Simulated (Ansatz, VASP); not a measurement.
# Two plane-wave programs on BIr3Pd

```xyz
5
Lattice="4.1044 0.0000 0.0000 0.0000 4.1044 0.0000 0.0000 0.0000 4.1044" Properties=species:S:1:pos:R:3 pbc="T T T"
B     2.0522    2.0522    2.0522
Pd    0.0000    0.0000    0.0000
Ir    0.0000    2.0522    2.0522
Ir    2.0522    2.0522    0.0000
Ir    2.0522    0.0000    2.0522
```

Change from the starting cell: species swapped into the Fe3RhN type (Pm-3m, No. 221).

Alike in both runs: task relaxation of cell and atoms; functional PBE; k mesh 10 × 10 × 10; occupations gaussian, width 0.1 eV; no spin polarisation.

|  | VASP | Ansatz |
| --- | --- | --- |
| version | VASP 6.6.1 | Ansatz 0.2.0 |
| potentials or method | VASP PAW PBE potentials, release 64 (B, Pd, Ir), cutoff 600 eV | scalar-relativistic, plane waves, PAW |
| valence electrons in the cell | 40 | 72 |

|  | VASP | Ansatz | Ansatz less VASP |
| --- | --- | --- | --- |
| gap on the k mesh at the Fermi level, each at its own relaxed structure (eV) | none | none | - |
| relaxed volume (Å³/atom) | 13.88 | 13.83 | -0.047 |
| relaxed cell length with the largest relative difference (Å) | 4.109 | 4.104 | -0.0047 |

A gap of «none» marks a metal or a gap that the smearing closes. VASP's potentials hold 40 valence electrons a cell and Ansatz's 72, so a difference there can come from the potentials and not from the codes.

Spin-orbit coupling is off throughout.
